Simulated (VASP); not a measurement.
Input of a VASP 6.6.1 run:

Contents of INCAR:

```
SYSTEM = HfN
PREC = Accurate ; ENCUT = 600
EDIFF = 1E-6 ; ISMEAR = 0
SIGMA = 0.1 ; LREAL = .FALSE.
LASPH = .TRUE. ; NELM = 100
ALGO = Normal ; ISIF = 3
LWAVE = .FALSE. ; LCHARG = .FALSE.
GGA = PS ; IBRION = 2
NSW = 100 ; EDIFFG = -0.005
```

Contents of KPOINTS:

```
regular mesh
0
G
  14 14 14
  0 0 0
```

File POSCAR:

```
HfN
1.0
    0.0000000000      2.4548220000      2.4548220000
    2.4548220000      0.0000000000      2.4548220000
    2.4548220000      2.4548220000      0.0000000000
Hf N
1 1
Direct
    0.0000000000      0.0000000000      0.0000000000
    0.7500000000      0.7500000000      0.7500000000
```

Potentials or basis: VASP PAW PBE potentials, release 64 (Hf_pv, N).

Launch:

```sh
$ cat potpaw_PBE.64/Hf_pv/POTCAR potpaw_PBE.64/N/POTCAR > POTCAR
$ mpirun -np 1 vasp_std > vasp.out
```

Q: Predict the relaxed volume.

A: 14.34 Å³/atom.

Q: Predict the relaxed cell.

A: a = 3.436 Å, b = 3.436 Å, c = 3.436 Å, α = 60.00°, β = 60.00°, γ = 60.00°.

The path:
| step | energy change (eV) | largest force (eV/Å) | pressure (GPa) | volume (Å³) |
| --- | --- | --- | --- | --- |
| 1 | 0.0000 | 0.0000 | -6.02 | 29.59 |
| 2 | 0.0330 | 0.0000 | 11.86 | 27.27 |
| 3 | -0.0173 | 0.0000 | -0.08 | 28.70 |
| 4 | -0.0173 | 0.0000 | 0.04 | 28.69 |

Caveat: the PAW data sets were made with another functional, which shifts forces and pressure a little.
